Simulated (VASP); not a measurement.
Input of a VASP 6.6.1 run:

Contents of INCAR:

```
PREC     = Accurate       # precision mode
ENCUT    = 520            # plane-wave cutoff, eV
EDIFF    = 1E-6           # SCF threshold, eV
ISMEAR   = 1              # smearing method
SIGMA    = 0.1            # smearing width, eV
LREAL    = False          # projectors in reciprocal space
LASPH    = True           # aspherical terms in the spheres
NELM     = 60             # most SCF steps
ALGO     = Normal         # electronic algorithm
ISIF     = 2              # what is computed and relaxed
LWAVE    = False          # write WAVECAR
LCHARG   = False          # write CHGCAR
GGA      = PS             # functional
NBANDS   = 12             # bands
```

The input KPOINTS:

```
regular mesh
0
Gamma
  8 8 8
```

The input POSCAR:

```
Li
1.0
    1.5505000000      0.8951815924      7.5883000000
   -1.5505000000      0.8951815924      7.5883000000
    0.0000000000     -1.7903631848      7.5883000000
Li
3
Direct
    0.7780000000      0.7780000000      0.7780000000
    0.2220000000      0.2220000000      0.2220000000
    0.0000000000      0.0000000000      0.0000000000
```

Potentials or basis: VASP PAW PBE potentials, release 64 (Li_sv).

Launch:

```console
$ cat potpaw_PBE.64/Li_sv/POTCAR > POTCAR
$ mpirun -np 1 vasp_std > vasp.out
```

Task: Estimate the largest force.

Result: 0.009 eV/Å.

Task: Estimate the band gap on the k mesh.

Result: Zero (an odd number of electrons rules out a gap without spin polarisation).

Forces in eV/Å, atoms in the order of the input:
```
Li   0.000  0.000 -0.009
Li   0.000  0.000  0.009
Li   0.000  0.000  0.000
```

Caveat: the PAW data sets were made with another functional, which shifts forces and pressure a little.
